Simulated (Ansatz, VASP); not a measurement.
**Cd: VASP beside Ansatz**

The input INCAR:

```
  PREC = Accurate
  ENCUT = 600
  EDIFF = 1E-7
  ISMEAR = -1
  SIGMA = 0.1
  LREAL = False
  LASPH = True
  NELM = 60
  ALGO = Normal
  ISIF = 3
  LWAVE = False
  LCHARG = False
  GGA = RE
  IBRION = 2
  NSW = 80
  EDIFFG = -0.01
```

File KPOINTS:

```
regular mesh
0
Gamma
  11 11 11
```

The input POSCAR:

```
Cd
1.0
    2.8566758760      0.0000000000      0.0000000000
    0.0000000000      2.8566758760      0.0000000000
    0.0000000000      0.0000000000      2.8566758760
Cd
1
Direct
    0.0000000000      0.0000000000      0.0000000000
```

Input for Ansatz:

```yaml
crystal:
  lattice:
    - [2.856675876, 0.0, 0.0]
    - [0.0, 2.856675876, 0.0]
    - [0.0, 0.0, 2.856675876]
  atoms:
    - { symbol: Cd, position: [0.0, 0.0, 0.0] }
hamiltonian:
  xc: revpbe
  pseudopotentials:
    kind: paw
    azcp:
      Cd: "pseudopotentials/Cd.paw.azcp"
basis:
  ecutwfc: 420
  fft_grid_basis: typed
kpoints:
  mp_grid: { grid: [11, 11, 11], shift: [0, 0, 0] }
magnetization:
  spin_polarized: false
scf:
  occupations: { method: fermi_dirac, width: 0.1 }
relax:
  max_steps: 60
  f_tol: 0.01
  cell: {}
```

Alike in both runs: task relaxation of cell and atoms; functional revPBE; k mesh 11 × 11 × 11; occupations fermi-dirac, width 0.1 eV; no spin polarisation.

|  | VASP | Ansatz |
| --- | --- | --- |
| version | VASP 6.6.1 | Ansatz 0.2.0 |
| potentials or method | VASP PAW PBE potentials, release 64 (Cd), cutoff 600 eV | plane waves (420 eV) with PAW, scalar-relativistic |
| valence electrons in the cell | 12 | 20 |

VASP gave:

```
relaxed volume (Å³/atom)                                     : 28.42
relaxed cell length with the largest relative difference (Å) : 3.052
```

**Question.** Estimate Ansatz's values.

**Answer.** Relaxed volume (Å³/atom): 28.21; relaxed cell length with the largest relative difference (Å): 3.044.

VASP's potentials were made for PBE, not for revPBE. VASP's potentials hold 12 valence electrons a cell and Ansatz's 20, so a difference there can come from the potentials and not from the codes.

Noted on VASP's run: the volume moved by over 15 % at a fixed basis, so the end points are rough.
